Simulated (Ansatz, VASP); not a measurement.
**One calculation of HgTe, two programs**

The input INCAR:

```
PREC = Accurate ; ENCUT = 500
EDIFF = 1E-6 ; ISMEAR = -1
SIGMA = 0.02 ; LREAL = False
LASPH = True ; NELM = 120
ALGO = Normal ; ISIF = 2
LWAVE = False ; LCHARG = True
GGA = PS ; LELF = True
LVHAR = True ; NBANDS = 26
GGA_COMPAT = False
```

KPOINTS

```
regular mesh
0
Gamma
  6 6 2
```

Contents of POSCAR:

```
HgTe
1.0
    4.6426044299      0.0000000000      0.0000000000
   -2.3213022150      4.0206133760      0.0000000000
    0.0000000000      0.0000000000      7.6245015987
Hg Te
2 2
Direct
    0.3333333333      0.6666666667      0.0004981612
    0.6666666667      0.3333333333      0.5004981612
    0.3333333333      0.6666666667      0.3745018388
    0.6666666667      0.3333333333      0.8745018388
```

Input for Ansatz:

```yaml
crystal:
  lattice:
    - [4.6426044299, 0.0, 0.0]
    - [-2.321302215, 4.020613376, 0.0]
    - [0.0, 0.0, 7.6245015987]
  atoms:
    - { symbol: Hg, position: [0.3333333333, 0.6666666667, 0.0004981612] }
    - { symbol: Hg, position: [0.6666666667, 0.3333333333, 0.5004981612] }
    - { symbol: Te, position: [0.3333333333, 0.6666666667, 0.3745018388] }
    - { symbol: Te, position: [0.6666666667, 0.3333333333, 0.8745018388] }
kpoints:
  mp_grid: { grid: [6, 6, 2] }
hamiltonian:
  xc: pbesol
scf:
  occupations: { method: fermi_dirac, width: 0.02 }
  n_extra_bands: 5
output:
  forces: true
  stress: true
  eigenvalues: true
  write_density: true
  write_potential: true
  elf: true
  volumetric_format: npy
```

Alike in both runs: task single point; functional PBEsol; k mesh 6 × 6 × 2; occupations fermi-dirac, width 0.02 eV; no spin polarisation.

```csv
,VASP,Ansatz
version,VASP 6.6.1,Ansatz 0.2.0
potentials or method,"VASP PAW PBE potentials, release 64 (Hg, Te)","plane waves, PAW"
plane-wave cutoff (eV),500,420
valence electrons in the cell,36,72
```

Ansatz gave:

```
pressure (GPa)                                                : -1.2
traceless stress, the component that is largest in VASP (GPa) : -0.09
rms of the force components (eV/Å)                            : 0.003
```

Task: Which values does VASP return?

Result: Pressure (GPa): -1.1; traceless stress, the component that is largest in VASP (GPa): -0.09; rms of the force components (eV/Å): 0.004.

VASP's potentials were made for PBE, not for PBEsol. Atom by atom the forces differ by 0.001 eV/Å (rms over components). VASP's potentials hold 36 valence electrons a cell and Ansatz's 72, so a difference there can come from the potentials and not from the codes.

The k mesh is coarse, so the values compare programs but aren't converged. Neither program's run includes spin-orbit coupling.
